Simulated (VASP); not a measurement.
A run of VASP 6.6.1:

The input POSCAR:

```
Ga4SbN3
1.0
    3.1926489756      0.0000000000      0.0000000000
    0.0000000000      7.5628444975      0.0000000000
    0.0000000000      0.0000000000      4.8292886814
N Ga Sb
3 4 1
Direct
    0.0000000000      0.2020023963      0.0141098514
    0.5000000000      0.0000000000      0.5136913440
    0.0000000000      0.7979976037      0.0141098514
    0.5000000000      0.1895275776      0.7891424193
    0.0000000000      0.0000000000      0.2757381200
    0.5000000000      0.8104724224      0.7891424193
    0.0000000000      0.5000000000      0.0692195256
    0.5000000000      0.5000000000      0.5348464690
```

INCAR.step1

```
SYSTEM = Ga4SbN3
ALGO = Normal ; EDIFF = 1E-5
ENCUT = 660 ; GGA = PE
GGA_COMPAT = .False. ; ISMEAR = -1
LASPH = .True. ; LCHARG = .False.
LREAL = .False. ; LWAVE = .True.
NBANDS = 46 ; NELM = 120
PREC = Accurate ; SIGMA = 0.02
```

The input INCAR.step2:

```
SYSTEM = Ga4SbN3
ALGO = Normal ; EDIFF = 1E-6
ENCUT = 660 ; GGA_COMPAT = .False.
ISIF = 2 ; ISMEAR = -1
ISTART = 1 ; LASPH = .True.
LCHARG = .True. ; LELF = .True.
LMIXTAU = .True. ; LREAL = .False.
LVHAR = .True. ; LWAVE = .False.
METAGGA = R2SCAN ; NBANDS = 46
NELM = 120 ; PREC = Accurate
SIGMA = 0.02
```

The input KPOINTS:

```
k-points
0
Gamma
  8 4 6
  0 0 0
```

Potentials or basis: VASP PAW PBE potentials, release 64 (N, Ga_d, Sb).

The run is started by

```console
$ cat potpaw_PBE.64/N/POTCAR potpaw_PBE.64/Ga_d/POTCAR potpaw_PBE.64/Sb/POTCAR > POTCAR
$ cp INCAR.step1 INCAR
$ mpirun -np 1 vasp_std > vasp.out
$ cp INCAR.step2 INCAR
$ mpirun -np 1 vasp_std > vasp.out
```

Hardware: 1 thread of Intel(R) Xeon(R) 6975P-C (Granite Rapids), on a shared host.

Problem. Estimate the wall time of this run.

Solution. It took 12 min on 1 thread of Intel(R) Xeon(R) 6975P-C (Granite Rapids) (shared host), peak memory 0.55 GiB. Counts: k points 60.
